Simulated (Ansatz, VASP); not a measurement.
## One calculation of Pb, two programs

POSCAR

```
Pb
1.0
    0.0000000000      3.4159188228      3.4159188228
    3.4159188228      0.0000000000      3.4159188228
    3.4159188228      3.4159188228      0.0000000000
Pb
2
Direct
    0.2500000000      0.2500000000      0.2500000000
    0.0000000000      0.0000000000      0.0000000000
```

INCAR.step1

```
PREC = Accurate
ENCUT = 520
ISMEAR = -1
SIGMA = 0.05
LREAL = F
LASPH = T
NELM = 60
NBANDS = 21
GGA = PE
ALGO = Normal
EDIFF = 1E-4
LWAVE = T
LCHARG = F
```

INCAR.step2

```
PREC = Accurate
ENCUT = 520
EDIFF = 1E-6
ISMEAR = -1
SIGMA = 0.05
LREAL = F
LASPH = T
NELM = 60
ALGO = Normal
ISIF = 2
LWAVE = F
LCHARG = F
METAGGA = R2SCAN
LMIXTAU = T
NBANDS = 21
ISTART = 1
```

File KPOINTS:

```
regular mesh
0
Gamma
  7 7 7
```

The input input.yaml:

```yaml
crystal:
  lattice:
    - [0.0, 3.4159188228, 3.4159188228]
    - [3.4159188228, 0.0, 3.4159188228]
    - [3.4159188228, 3.4159188228, 0.0]
  atoms:
    - { symbol: Pb, position: [0.25, 0.25, 0.25] }
    - { symbol: Pb, position: [0.0, 0.0, 0.0] }
hamiltonian:
  xc: r2scan
  pseudopotentials: { kind: paw }
kpoints:
  mp_grid: { grid: [7, 7, 7] }
scf:
  occupations: { method: fermi_dirac, width: 0.05 }
output:
  forces: true
  stress: true
  eigenvalues: true
  write_density: true
  write_potential: true
  elf: true
  volumetric_format: npy
```

Alike in both runs: task single point; functional r2SCAN; k mesh 7 × 7 × 7; occupations fermi-dirac, width 0.05 eV; no spin polarisation.

|  | VASP | Ansatz |
| --- | --- | --- |
| version | VASP 6.6.1 | Ansatz 0.2.0 |
| potentials or method | VASP PAW PBE potentials, release 64 (Pb_d) | Ansatz PAW |
| plane-wave cutoff (eV) | 520 | 500 |
| valence electrons in the cell | 28 | 28 |

```csv
,VASP,Ansatz,Ansatz less VASP
gap on the k mesh at the Fermi level (eV),none,none,-
pressure (GPa),1.8,1.8,+0.01
```

VASP's potentials were made for PBE, not for r2SCAN. A gap of «none» marks a metal or a gap that the smearing closes. With one functional, cell and mesh, what is left measures potentials, basis and numerics.

Neither program's run includes spin-orbit coupling.
